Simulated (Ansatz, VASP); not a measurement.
One calculation of BP, two programs

```xyz
2
Lattice="0.0000 2.0875 2.3598 2.0875 0.0000 2.3598 2.0875 2.0875 0.0000" Properties=species:S:1:pos:R:3 pbc="T T T"
B     0.0000    0.0000    0.0000
P     3.1312    3.1312    3.5396
```

Change from the starting cell: strain -0.080 along x and y, +0.040 along z, atoms carried along.

Alike in both runs: task single point; functional r2SCAN; k mesh 10 × 10 × 10; occupations gaussian, width 0.05 eV; no spin polarisation.

|  | VASP | Ansatz |
| --- | --- | --- |
| version | VASP 6.6.1 | Ansatz 0.2.0 |
| potentials or method | VASP PAW PBE potentials, release 64 (B, P), cutoff 520 eV | scalar-relativistic, plane waves, PAW |
| valence electrons in the cell | 8 | 8 |

|  | VASP | Ansatz | Ansatz less VASP |
| --- | --- | --- | --- |
| gap on the k mesh at the Fermi level (eV) | 0.24 | 0.21 | -0.026 |
| least direct gap on the mesh (eV) | 3.21 | 3.17 | -0.038 |
| pressure (GPa) | 26.0 | 26.7 | +0.68 |
| traceless stress, the component that is largest in VASP (GPa) | -30.73 | -30.58 | +0.142 |

VASP's potentials were made for PBE, not for r2SCAN.
